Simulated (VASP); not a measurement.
Wanted: the native input for a VASP 6.6.1 run.

```
Task                               : single point
Functional                         : HSE06
Dispersion                         : D3(BJ)
Potentials or basis                : VASP PAW PBE potentials, release 64 (Be, S)
Cutoff                             : 520 eV
k mesh                             : 4 × 4 × 4
Occupations                        : gaussian, width 0.01 eV
Spin                               : no spin polarisation
Dipole correction                  : no
Grid for exact exchange (PRECFOCK) : Normal
Further INCAR settings             : ALGO = Normal; EDIFF = 1e-06; NBANDS = 11
Screening parameter                : 0.2079 1/Å
```

Crystal: BeS.

```
Be S
1.0
     0.00000    2.31730    2.31730
     2.31730    0.00000    2.31730
     2.31730    2.31730    0.00000
Be S
1 1
Cartesian
  0.0000 0.0000 0.0000
  2.3173 2.3173 2.3173
```

One way to write it, as run:

POSCAR

```
BeS
1.0
    0.0000000000      2.3172971951      2.3172971951
    2.3172971951      0.0000000000      2.3172971951
    2.3172971951      2.3172971951      0.0000000000
Be S
1 1
Direct
    0.0000000000      0.0000000000      0.0000000000
    0.5000000000      0.5000000000      0.5000000000
```

INCAR.step1

```
SYSTEM = BeS
ALGO = Normal ; EDIFF = 1E-5
ENCUT = 520 ; GGA = PE
ISIF = 2 ; ISMEAR = 0
LASPH = .True. ; LREAL = .False.
LWAVE = .True. ; NBANDS = 11
NELM = 80 ; PREC = Accurate
SIGMA = 0.01
```

INCAR.step2

```
SYSTEM = BeS
ALGO = Normal ; EDIFF = 1E-6
ENCUT = 520 ; GGA = PE
HFSCREEN = 0.2079 ; ISIF = 2
ISMEAR = 0 ; ISTART = 1
IVDW = 12 ; LASPH = .True.
LCHARG = .True. ; LELF = .True.
LHFCALC = .True. ; LREAL = .False.
LVHAR = .True. ; LWAVE = .False.
NBANDS = 11 ; NELM = 80
PREC = Accurate ; PRECFOCK = Normal
SIGMA = 0.01 ; VDW_A1 = 0.383
VDW_A2 = 5.685 ; VDW_S6 = 1.0
VDW_S8 = 2.31
```

KPOINTS

```
k-points
0
Gamma
  4 4 4
  0 0 0
```

Potentials or basis: VASP PAW PBE potentials, release 64 (Be, S).

Command:

```console
$ cat potpaw_PBE.64/Be/POTCAR potpaw_PBE.64/S/POTCAR > POTCAR
$ cp INCAR.step1 INCAR
$ mpirun -np 1 vasp_std > vasp.out
$ cp INCAR.step2 INCAR
$ mpirun -np 1 vasp_std > vasp.out
```

It gave:

| Item | Value |
| --- | --- |
| Pressure | -5.3 GPa |
| Band gap on the k mesh | 2.07 eV, indirect (least direct gap 5.21 eV) |
| Dispersion energy per atom | -0.354 eV |

Caveat: the k points lie up to 0.59 Å⁻¹ apart; the PAW data sets were made with another functional, which shifts forces and pressure a little.

It took 2.3 min on 1 thread of Intel Xeon 8259CL, with other jobs on the host, peak memory 0.24 GiB.
